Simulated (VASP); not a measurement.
A run of VASP 6.6.1 is set up as follows.

The input POSCAR:

```
Ge
1.0
    4.0346525823      0.0000000000      0.0000000000
   -2.0173262911      3.4941116317      0.0000000000
    0.0000000000      0.0000000000      6.5594896193
Ge
4
Direct
    0.3333333333      0.6666666667     -0.0009967892
    0.6666666667      0.3333333333      0.4990032108
    0.3333333333      0.6666666667      0.3749967892
    0.6666666667      0.3333333333      0.8749967892
```

INCAR.step1

```
SYSTEM = Ge
  ALGO = Normal
  EDIFF = 1E-5
  ENCUT = 550
  GGA = PE
  GGA_COMPAT = .FALSE.
  ISMEAR = 0
  LASPH = .TRUE.
  LCHARG = .FALSE.
  LREAL = .FALSE.
  LWAVE = .TRUE.
  NBANDS = 36
  NELM = 120
  PREC = Accurate
  SIGMA = 0.01
```

The input INCAR.step2:

```
SYSTEM = Ge
  ALGO = Normal
  EDIFF = 1E-6
  ENCUT = 550
  GGA_COMPAT = .FALSE.
  ISIF = 2
  ISMEAR = 0
  ISTART = 1
  LASPH = .TRUE.
  LCHARG = .FALSE.
  LMIXTAU = .TRUE.
  LREAL = .FALSE.
  LWAVE = .FALSE.
  METAGGA = R2SCAN
  NBANDS = 36
  NELM = 120
  PREC = Accurate
  SIGMA = 0.01
```

Contents of KPOINTS:

```
k-points
0
G
  9 9 6
  0 0 0
```

Potentials or basis: VASP PAW PBE potentials, release 64 (Ge_d).

Launch:

```sh
$ cat potpaw_PBE.64/Ge_d/POTCAR > POTCAR
$ cp INCAR.step1 INCAR
$ mpirun -np 1 vasp_std > vasp.out
$ cp INCAR.step2 INCAR
$ mpirun -np 1 vasp_std > vasp.out
```

Estimate the band gap on the k mesh.

zero (bands 28 and 29 overlap by 0.03 eV).

What does it give for the pressure?

-0.8 GPa.

Stress tensor (GPa, compression positive):
```
-1.52  0.00  0.00
 0.00 -1.52  0.00
 0.00  0.00  0.68
```

Caveat: the cell differs from its parent crystal (strained cell); semilocal functionals underestimate gaps, and a narrow one can read as zero; the PAW data sets were made with another functional, which shifts forces and pressure a little.
